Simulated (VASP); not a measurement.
# Rh6N in VASP: notebook

Runs on Rh6N. Level: PBE+D3(BJ). Tasks: single point.

Program: VASP 6.6.1. These are calculated values, not measurements. Logs are shortened: lines on timing, memory, paths and dates and some standing lists are left out, and cuts for length are marked.

### 1 The cell of the first run

The cell holds a slab with vacuum, 14 atoms: a = 5.365 Å, b = 5.365 Å, c = 23.480 Å, α = 90.00°, β = 90.00°, γ = 120.00°.

### 2 Single point, PBE+D3(BJ)

Contents of INCAR:

```
SYSTEM = Rh6N
PREC     = Accurate       ! precision mode
ENCUT    = 520            ! plane-wave cutoff, eV
EDIFF    = 1E-6           ! SCF threshold, eV
ISMEAR   = 0              ! smearing method
SIGMA    = 0.1            ! smearing width, eV
LREAL    = .FALSE.        ! projectors in reciprocal space
LASPH    = .TRUE.         ! aspherical terms in the spheres
NELM     = 60             ! most SCF steps
ALGO     = Normal         ! electronic algorithm
ISIF     = 2              ! what is computed and relaxed
LWAVE    = .FALSE.        ! write WAVECAR
LCHARG   = .FALSE.        ! write CHGCAR
LDIPOL   = .TRUE.       
IDIPOL   = 3            
DIPOL    = 0.5 0.5 0.462
GGA      = PE             ! functional
IVDW     = 12             ! dispersion correction
NBANDS   = 108            ! bands
```

Contents of KPOINTS:

```
Automatic mesh
0
G
  4 4 1
  0 0 0
```

Contents of POSCAR:

```
Rh6N
1.0
    5.3647950069      0.0000000000      0.0000000000
   -2.6823975034      4.6460487621      0.0000000000
    0.0000000000      0.0000000000     23.4803367805
Rh N
12 2
Direct
    0.3333333333      0.1666666667      0.3407106156
    0.3333333333      0.6666666667      0.3407106156
    0.8333333333      0.1666666667      0.3407106156
    0.8333333333      0.6666666667      0.3407106156
    0.6652592664      0.3305185327      0.4329343812
    0.6652592664      0.8347407336      0.4329343812
    0.1666666667      0.3333333333      0.4316018852
    0.1694814673      0.8347407336      0.4329343812
    0.0006075487      0.4993924513      0.5230060039
    0.0006075487      0.0012150975      0.5230060039
    0.4987849025      0.4993924513      0.5230060039
    0.5000000000      0.0000000000      0.5311510954
    0.5000000000      0.0000000000      0.6132788091
    0.5000000000      0.0000000000      0.6609064893
```

Potentials or basis: VASP PAW PBE potentials, release 64 (Rh_pv, N).

Command:

```sh
$ cat potpaw_PBE.64/Rh_pv/POTCAR potpaw_PBE.64/N/POTCAR > POTCAR
$ mpirun -np 1 vasp_std > vasp.out
```

OUTCAR:

```text
SYSTEM = Rh6N
   PREC = Accurate
   ENCUT = 520
   EDIFF = 1E-6
   ISMEAR = 0
   LREAL = .FALSE.
   LASPH = .TRUE.
   NELM = 60
   ISIF = 2
   GGA = PE
   IVDW = 12
 IVDW          = 12

 ion  position               nearest neighbor table
   1  0.333  0.167  0.341-   7 2.64   8 2.66   5 2.66   2 2.68   2 2.68   3 2.68   3 2.68   4 2.68
                             4 2.68
   2  0.333  0.667  0.341-   7 2.64   8 2.66   6 2.66   1 2.68   1 2.68   4 2.68   4 2.68   3 2.68
                             3 2.68
   3  0.833  0.167  0.341-   7 2.64   5 2.66   6 2.66   4 2.68   4 2.68   1 2.68   1 2.68   2 2.68
                             2 2.68
   4  0.833  0.667  0.341-   6 2.67   5 2.67   8 2.67   3 2.68   3 2.68   2 2.68   2 2.68   1 2.68
                             1 2.68
   5  0.665  0.331  0.433-   9 2.63  11 2.63   3 2.66   1 2.66   6 2.66   8 2.66   4 2.67   7 2.68
                             7 2.68   6 2.71   8 2.71  12 2.77
   6  0.665  0.835  0.433-  11 2.63  10 2.63   3 2.66   2 2.66   5 2.66   8 2.66   4 2.67   7 2.68
                             7 2.68   5 2.71   8 2.71  12 2.77
   7  0.167  0.333  0.432-   1 2.64   2 2.64   3 2.64  10 2.64  11 2.64   9 2.64   8 2.68   5 2.68
                             8 2.68   5 2.68   6 2.68   6 2.68
   8  0.169  0.835  0.433-   9 2.63  10 2.63   2 2.66   1 2.66   6 2.66   5 2.66   4 2.67   7 2.68
                             7 2.68   6 2.71   5 2.71  12 2.77
   9  0.001  0.499  0.523-   8 2.63   5 2.63   7 2.64  10 2.67  11 2.67  12 2.69  12 2.69  10 2.69
                            11 2.69
  10  0.001  0.001  0.523-   6 2.63   8 2.63   7 2.64   9 2.67  11 2.67  12 2.69  12 2.69   9 2.69
                            11 2.69
  11  0.499  0.499  0.523-   6 2.63   5 2.63   7 2.64   9 2.67  10 2.67  12 2.69  12 2.69   9 2.69
                            10 2.69
  12  0.500  0.000  0.531-  13 1.93  11 2.69  10 2.69   9 2.69   9 2.69  11 2.69  10 2.69   5 2.77
                             8 2.77   6 2.77
  13  0.500  0.000  0.613-  14 1.12  12 1.93
  14  0.500  0.000  0.661-  13 1.12

  LATTYP: Found a hexagonal cell.
 ALAT       =     5.3647950069
 C/A-ratio  =     4.3767444516

  Lattice vectors:

 A1 = (   5.3647950069,   0.0000000000,   0.0000000000)
 A2 = (  -2.6823975034,   4.6460487621,   0.0000000000)
 A3 = (   0.0000000000,   0.0000000000,  23.4803367805)

Analysis of symmetry for initial positions (statically):
=====================================================================
 Subroutine PRICEL returns:
 Original cell was already a primitive cell.

 Routine SETGRP: Setting up the symmetry group for a
 hexagonal supercell.

 Subroutine GETGRP returns: Found  6 space group operations
 (whereof  2 operations were pure point group operations)
 out of a pool of 24 trial point group operations.

The static configuration has the point symmetry C_1h.
 The point group associated with its full space group is C_3v.

Analysis of symmetry for dynamics (positions and initial velocities):
=====================================================================
 Subroutine PRICEL returns:
 Original cell was already a primitive cell.

 Routine SETGRP: Setting up the symmetry group for a
 hexagonal supercell.

 Subroutine GETGRP returns: Found  6 space group operations
 (whereof  2 operations were pure point group operations)
 out of a pool of 24 trial point group operations.

The dynamic configuration has the point symmetry C_1h.
 The point group associated with its full space group is C_3v.

 Subroutine INISYM returns: Found  6 space group operations
 (whereof  2 operations are pure point group operations),
 and found     1 'primitive' translations

----------------------------------------------------------------------------------------

                                     Primitive cell

  volume of cell :     585.2497

  direct lattice vectors                    reciprocal lattice vectors
     5.364795007  0.000000000  0.000000000     0.186400412  0.107618328  0.000000000
    -2.682397503  4.646048762  0.000000000     0.000000000  0.215236656  0.000000000
     0.000000000  0.000000000 23.480336781     0.000000000  0.000000000  0.042588827

  length of vectors
     5.364795007  5.364795007 23.480336781     0.215236656  0.215236656  0.042588827

  position of ions in fractional coordinates (direct lattice)
     0.333333333  0.166666667  0.340710616
[... 49 lines left out ...]
  Shift w.r.t. Gamma in fractional coordinates (k-lattice)
     0.000000000  0.000000000  0.000000000

 Subroutine IBZKPT returns following result:
 ===========================================

 Found      4 irreducible k-points:

 Following reciprocal coordinates:
            Coordinates               Weight
  0.000000  0.000000  0.000000      1.000000
  0.250000  0.000000  0.000000      6.000000
  0.500000  0.000000  0.000000      3.000000
  0.250000  0.250000  0.000000      6.000000
   k-points           NKPTS =      4   k-points in BZ     NKDIM =      4   number of bands    NBANDS=    108
   number of dos      NEDOS =    301   number of ions     NIONS =     14
   total plane-waves  NPLWV = 288000
   dimension x,y,z NGX =    40 NGY =   40 NGZ =  180
   dimension x,y,z NGXF=    80 NGYF=   80 NGZF=  360
   ions per type =              12   2
   NGX,Y,Z   is equivalent  to a cutoff of  12.40, 12.40, 12.74 a.u.
   NGXF,Y,Z  is equivalent  to a cutoff of  24.79, 24.79, 25.49 a.u.
 SYSTEM =  Rh6N
   PREC   = accura    normal or accurate (medium, high low for compatibility)
   ISTART =      0    job   : 0-new  1-cont  2-samecut
   ICHARG =      2    charge: 1-file 2-atom 10-const
   ISPIN  =      1    spin polarized calculation?
   LNONCOLLINEAR =      F non collinear calculations
   LSORBIT =      F    spin-orbit coupling
   LASPH  =      T    aspherical Exc in radial PAW
   ENCUT  =  520.0 eV  38.22 Ry    6.18 a.u.   9.97  9.97 43.66*2*pi/ulx,y,z
   NELM   =     60;   NELMIN=  2; NELMDL= -5     # of ELM steps
   EDIFF  = 0.1E-05   stopping-criterion for ELM
   LREAL  =      F    real-space projection
   EDIFFG = 0.1E-04   stopping-criterion for IOM
   NSW    =      0    number of steps for IOM
   IBRION =     -1    ionic relax: 0-MD 1-quasi-New 2-CG
   NFREE  =      0    steps in history (QN), initial steepest desc. (CG)
   ISIF   =      2    stress and relaxation
   ISYM   =      2    0-nonsym 1-usesym 2-fastsym
   POTIM  = 0.5000    time-step for ionic-motion
   TEBEG  =    0.0;   TEEND  =   0.0 temperature during run
   PSTRESS=    0.0 pullay stress
   NELECT =     190.0000    total number of electrons
   NUPDOWN=      -1.0000    fix difference up-down
   EMIN   =  10.00;   EMAX   =-10.00  energy-range for DOS
   EFERMI =   0.00;   METHOD = LEGACY
   ISMEAR =     0;   SIGMA  =   0.10  broadening in eV -4-tet -1-fermi 0-gaus
   EFERMI_NEDOS =   21; number of points for ismear=-14 and -15
   IALGO  =     38    algorithm
   IMIX   =      4    mixing-type and parameters
     AMIX     =   0.40;   BMIX     =  1.00
     AMIX_MAG =   1.60;   BMIX_MAG =  1.00
  volume/ion in A,a.u.               =      41.80       282.10
  Fermi-wavevector in a.u.,A,eV,Ry     =   1.125155  2.126234 17.224614  1.265973
  Thomas-Fermi vector in A             =   2.261830
   LORBIT       =      0    0 simple, 1 ext, 2 COOP (PROOUT), +10 PAW based schemes
   GGA     = PE    functional components
   LHFCALC =     F    Hartree Fock is set to
   AEXX    =    0.0000 exact exchange contribution
   IVDW    =    12    specifies the selected vdW correction
   LEPSILON=     F    determine dielectric tensor
   LRPA    =     F    only Hartree local field effects (RPA)
 non-spin polarized calculation
 Gauss-broadening in eV      SIGMA  =   0.10
  energy-cutoff  :      520.00
  volume of cell :      585.25
 maximum number of plane-waves:     15800
 NGX is ok and might be reduce to    40
   NGX = 19   NGY = 19   NGZ = 87

 dipolmoment           0.000000      0.000000     -0.000093 electrons x Angstroem

 number of electron     190.0000008 magnetization

 dipolmoment           0.000000      0.000000      0.022420 electrons x Angstroem

 Free energy of the ion-electron system (eV)
  ---------------------------------------------------
  ext. energy  EPLUGINS =         0.00000000
  ---------------------------------------------------
  free energy    TOTEN  =       -97.91656831 eV

  energy without entropy =      -97.79485089  energy(sigma->0) =      -97.85570960

 E-fermi :   0.0138     XC(G=0):  -5.1466

 val. band max:       -0.0069671929   @ k =   0.2500   0.2500   0.0000
 cond. band min:       0.0382579180   @ k =   0.2500   0.0000   0.0000
 fundamental gap:      0.0452251109
 Fermi energy:         0.0137816433

 k-point     1 :       0.0000    0.0000    0.0000
  band No.  band energies     occupation
      1     -47.1281      2.00000
      2     -47.1281      2.00000
      3     -47.1006      2.00000
      4     -47.0556      2.00000
      5     -46.9950      2.00000
      6     -46.9540      2.00000
[... 429 lines left out ...]
    106       1.2354      0.00000
    107       1.4991      0.00000
 [bands above 107 left out]

------------------------ aborting loop because EDIFF is reached ----------------------------------------

 vacuum level on the upper side and lower side of the slab       (xc-potential included)        -0.040        -0.200

 Edisp (eV)   -5.48058

 E8    (eV) :    -2.5368

  FORCE on cell =-STRESS in cart. coord.  units (eV):
  Direction    XX          YY          ZZ          XY          YZ          ZX
  --------------------------------------------------------------------------------------
  -------------------------------------------------------------------------------------
  Total      -5.81673    -5.81673     1.26349    -0.00000     0.00000     0.00000
  in kB     -15.92387   -15.92387     3.45893    -0.00000     0.00000     0.00000
  external pressure =       -9.46 kB  Pullay stress =        0.00 kB

 VOLUME and BASIS-vectors are now :
 -----------------------------------------------------------------------------
  energy-cutoff  :      520.00
  volume of cell :      585.25
      direct lattice vectors                 reciprocal lattice vectors
     5.364795007  0.000000000  0.000000000     0.186400412  0.107618328  0.000000000
    -2.682397503  4.646048762  0.000000000     0.000000000  0.215236656  0.000000000
     0.000000000  0.000000000 23.480336781     0.000000000  0.000000000  0.042588827

 POSITION                                       TOTAL-FORCE (eV/Angst)
 -----------------------------------------------------------------------------------
      1.34120      0.77434      8.00000         0.161592     -0.093295      0.046286
     -0.00000      3.09737      8.00000         0.000000      0.186590      0.046286
      4.02360      0.77434      8.00000        -0.161592     -0.093295      0.046286
      2.68240      3.09737      8.00000         0.000000     -0.000000     -0.153529
      2.68240      1.53561     10.16545        -0.000000     -0.000063     -0.000442
      1.32987      3.87825     10.16545        -0.000054      0.000031     -0.000442
      0.00000      1.54868     10.13416         0.000000     -0.000000      0.000926
     -1.32987      3.87825     10.16545         0.000054      0.000031     -0.000442
     -1.33631      2.32020     12.28036         0.000937     -0.000541      0.005159
     -0.00000      0.00565     12.28036         0.000000      0.001081      0.005159
      1.33631      2.32020     12.28036        -0.000937     -0.000541      0.005159
      2.68240      0.00000     12.47161         0.000000     -0.000000      0.046156
      2.68240      0.00000     14.39999         0.000000     -0.000000     -1.366591
      2.68240      0.00000     15.51831         0.000000     -0.000000      1.320032
 -----------------------------------------------------------------------------------
    total drift:                               -0.000000     -0.000001     -0.001978

  FREE ENERGIE OF THE ION-ELECTRON SYSTEM (eV)
  ---------------------------------------------------
  free  energy   TOTEN  =      -103.3971443405 eV

  energy  without entropy=     -103.2754269243  energy(sigma->0) =     -103.33628563

 vacuum level on the upper side and lower side of the slab         5.149         4.989
```

It took 14 min on 1 thread of Intel Xeon Platinum 8259CL at 2.50GHz (Skylake/Cascade Lake), shared host; peak memory 0.68 GiB.

What came out:

```
Free energy                : -103.3971 eV
Largest force              : 1.367 eV/Å
Band gap on the k mesh     : zero (bands 95 and 96 overlap by 0.85 eV)
Dispersion energy per atom : -0.391 eV
```

Forces in eV/Å, atoms in the order of the input:
```
Rh   0.162 -0.093  0.046
Rh   0.000  0.187  0.046
Rh  -0.162 -0.093  0.046
Rh   0.000  0.000 -0.154
Rh   0.000  0.000  0.000
Rh   0.000  0.000  0.000
Rh   0.000  0.000  0.001
Rh   0.000  0.000  0.000
Rh   0.001 -0.001  0.005
Rh   0.000  0.001  0.005
Rh  -0.001 -0.001  0.005
Rh   0.000  0.000  0.046
N    0.000  0.000 -1.367
N    0.000  0.000  1.320
```

Caveat: the standard files for N, O and F lose accuracy on very short bonds.

### 3 Single point, PBE+D3(BJ)

This run uses another cell than the first one.

Contents of INCAR:

```
  PREC = Accurate
  ENCUT = 520
  EDIFF = 1E-7
  ISMEAR = 0
  SIGMA = 0.1
  LREAL = False
  LASPH = True
  NELM = 100
  ALGO = Normal
  ISIF = 2
  LWAVE = False
  LCHARG = True
  LDIPOL = True
  IDIPOL = 3
  DIPOL = 0.5 0.5 0.468
  GGA = PE
  IVDW = 12
  LELF = True
  LVHAR = True
  LVACPOTAV = True
  NBANDS = 108
```

Contents of KPOINTS:

```
Automatic mesh
0
Gamma
  4 4 1
```

Contents of POSCAR:

```
Rh6N
1.0
    5.3647950069      0.0000000000      0.0000000000
   -2.6823975034      4.6460487620      0.0000000000
    0.0000000000      0.0000000000     23.1566367805
Rh N
12 2
Direct
    0.3333333333      0.1666666667      0.3454733119
    0.3333333333      0.6666666667      0.3454733119
    0.8333333333      0.1666666667      0.3454733119
    0.8333333333      0.6666666667      0.3454733119
    0.6652581436      0.3305025479      0.4389925984
    0.6652622459      0.8347099396      0.4389871264
    0.1666684149      0.3333083876      0.4376332951
    0.1694637263      0.8347114476      0.4389887159
    0.0006164169      0.4993562793      0.5303232802
    0.0006115843      0.0011947495      0.5303229282
    0.4987768313      0.4993609141      0.5303250677
    0.5000003672     -0.0000232598      0.5385729242
    0.4999641239     -0.0002222593      0.6218449414
    0.4999310700     -0.0003944642      0.6701386585
```

Potentials or basis: VASP PAW PBE potentials, release 64 (Rh_pv, N).

Command:

```sh
$ cat potpaw_PBE.64/Rh_pv/POTCAR potpaw_PBE.64/N/POTCAR > POTCAR
$ mpirun -np 1 vasp_std > vasp.out
```

Wall time 68 min (1 thread of Intel Xeon 8259CL, shared host); peak memory 0.89 GiB.

Results (log left out):

* Free energy: -103.3974 eV
* Largest force: 1.363 eV/Å
* Band gap on the k mesh: zero (bands 95 and 96 overlap by 0.85 eV)
* Dispersion energy per atom: -0.391 eV

Forces on the atoms (eV/Å):
```
Rh   0.162 -0.094  0.047
Rh   0.000  0.186  0.046
Rh  -0.162 -0.093  0.047
Rh   0.000  0.000 -0.153
Rh   0.000 -0.001 -0.001
Rh  -0.001  0.001 -0.001
Rh   0.000  0.000  0.002
Rh   0.001  0.000 -0.001
Rh   0.000  0.000  0.004
Rh   0.000  0.001  0.004
Rh  -0.001  0.000  0.004
Rh   0.000  0.000  0.046
N    0.000  0.001 -1.363
N    0.000 -0.001  1.319
```

Levels at points of the mesh, in eV from the Fermi level:
| k point | band 94 | band 95 | band 96 | band 97 | band 98 | band 99 |
| --- | --- | --- | --- | --- | --- | --- |
| (0.00, 0.00, 0.00) | 0.38 | 0.49 | 0.60 | 0.60 | 0.63 | 0.85 |
| (0.50, 0.00, 0.00) | -0.60 | -0.38 | -0.36 | -0.32 | -0.05 | 0.08 |
| (0.00, 0.50, 0.00) | -0.60 | -0.38 | -0.36 | -0.32 | -0.05 | 0.08 |
| (0.50, 0.50, 0.00) | -0.60 | -0.38 | -0.36 | -0.32 | -0.05 | 0.08 |

Caveat: the standard files for N, O and F lose accuracy on very short bonds.

The gap in the log of VASP goes by the Fermi energy; the results here count the filled bands.